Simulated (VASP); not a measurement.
A run of VASP 6.6.1 is set up as follows.

Contents of INCAR:

```
SYSTEM = In
  PREC = Accurate
  ENCUT = 520
  EDIFF = 1E-6
  ISMEAR = -1
  SIGMA = 0.05
  LREAL = .FALSE.
  LASPH = .TRUE.
  NELM = 60
  ALGO = Normal
  ISIF = 2
  LWAVE = .FALSE.
  LCHARG = .FALSE.
  GGA = PE
  NBANDS = 12
```

The input KPOINTS:

```
regular mesh
0
G
  19 19 19
  0 0 0
```

POSCAR

```
In
1.0
   -1.6647042543      1.6647042543      2.4833739289
    1.6647042543     -1.6647042543      2.4833739289
    1.6647042543      1.6647042543     -2.4833739289
In
1
Direct
    0.0000000000      0.0000000000      0.0000000000
```

Potentials or basis: VASP PAW PBE potentials, release 64 (In_d).

Launch:

```bash
$ cat potpaw_PBE.64/In_d/POTCAR > POTCAR
$ mpirun -np 1 vasp_std > vasp.out
```

**Question.** Estimate the band gap on the k mesh.

**Answer.** Zero (an odd number of electrons rules out a gap without spin polarisation).

**Question.** Estimate the pressure.

**Answer.** 0.0 GPa.

Caveat: spin-orbit coupling is left out, which moves the levels of the heavy elements.
